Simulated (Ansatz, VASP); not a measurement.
## One calculation of BaO, two programs

```
CELL_PARAMETERS angstrom
3.88232 0.00000 0.00000
-1.94116 3.36219 0.00000
0.00000 0.00000 9.50969
ATOMIC_POSITIONS crystal
Ba 0.00000 0.00000 0.00000
Ba 0.33333 0.66667 0.33333
Ba 0.66667 0.33333 0.66667
O 0.66667 0.33333 0.16667
O 0.00000 0.00000 0.50000
O 0.33333 0.66667 0.83333
```

Alike in both runs: functional PBEsol; k mesh 9 × 9 × 4; occupations gaussian, width 0.02 eV; no spin polarisation.

Ansatz relaxed the structure, and its values are those at the end. VASP's run is a single point on that final structure, the one shown.

|  | VASP | Ansatz |
| --- | --- | --- |
| version | VASP 6.6.1 | Ansatz 0.2.0 |
| potentials or method | VASP PAW PBE potentials, release 64 (Ba_sv, O), cutoff 600 eV | scalar-relativistic, plane waves, PAW |
| valence electrons in the cell | 48 | 48 |

VASP gave:

| Quantity | Value |
| --- | --- |
| gap on the k mesh at the Fermi level (eV) | 1.87 |
| least direct gap on the mesh (eV) | 1.91 |
| pressure (GPa) | 1.8 |

Question: Estimate Ansatz's values.

Answer: gap on the k mesh at the Fermi level (eV): 1.93; least direct gap on the mesh (eV): 1.97; pressure (GPa): 0.0.

VASP's potentials were made for PBE, not for PBEsol.

Spin-orbit coupling is off throughout.
